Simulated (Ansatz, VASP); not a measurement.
**Sn: VASP beside Ansatz**

File INCAR:

```
SYSTEM = Sn
PREC = Accurate ; ENCUT = 500
EDIFF = 1E-6 ; ISMEAR = -1
SIGMA = 0.05 ; LREAL = .FALSE.
LASPH = .TRUE. ; NELM = 120
ALGO = Normal ; ISIF = 2
LWAVE = .FALSE. ; LCHARG = .TRUE.
GGA = CA ; LELF = .TRUE.
LVHAR = .TRUE. ; NBANDS = 21
GGA_COMPAT = .FALSE.
```

Contents of KPOINTS:

```
Automatic mesh
0
G
  9 9 9
  0 0 0
```

Contents of POSCAR:

```
Sn
1.0
    0.0000000000      3.2333430000      3.2333430000
    3.2333430000      0.0000000000      3.2333430000
    3.2333430000      3.2333430000      0.0000000000
Sn
2
Direct
    0.0000000000      0.0000000000      0.0000000000
    0.2500000000      0.2500000000      0.2500000000
```

Input for Ansatz:

```yaml
crystal:
  lattice:
    - [0.0, 3.233343, 3.233343]
    - [3.233343, 0.0, 3.233343]
    - [3.233343, 3.233343, 0.0]
  atoms:
    - { symbol: Sn, position: [0.0, 0.0, 0.0] }
    - { symbol: Sn, position: [0.25, 0.25, 0.25] }
basis:
  ecutwfc: 550.0
kpoints:
  mp_grid:
    grid: [9, 9, 9]
hamiltonian:
  xc: lda
scf:
  occupations:
    method: fermi_dirac
    width: 0.05
output:
  stress: true
```

Alike in both runs: task single point; functional LDA; k mesh 9 × 9 × 9; occupations fermi-dirac, width 0.05 eV; no spin polarisation.

```csv
,VASP,Ansatz
version,VASP 6.6.1,Ansatz 0.2.0
potentials or method,"VASP PAW LDA potentials, release 64 (Sn_d), cutoff 500 eV","plane waves, PAW"
valence electrons in the cell,28,28
```

```tsv
	VASP	Ansatz	Ansatz less VASP
pressure (GPa)	0.2	0.2	-0.04
```

LDA's correlation is that of Perdew and Zunger in VASP and of Perdew and Wang (1992) in Ansatz.
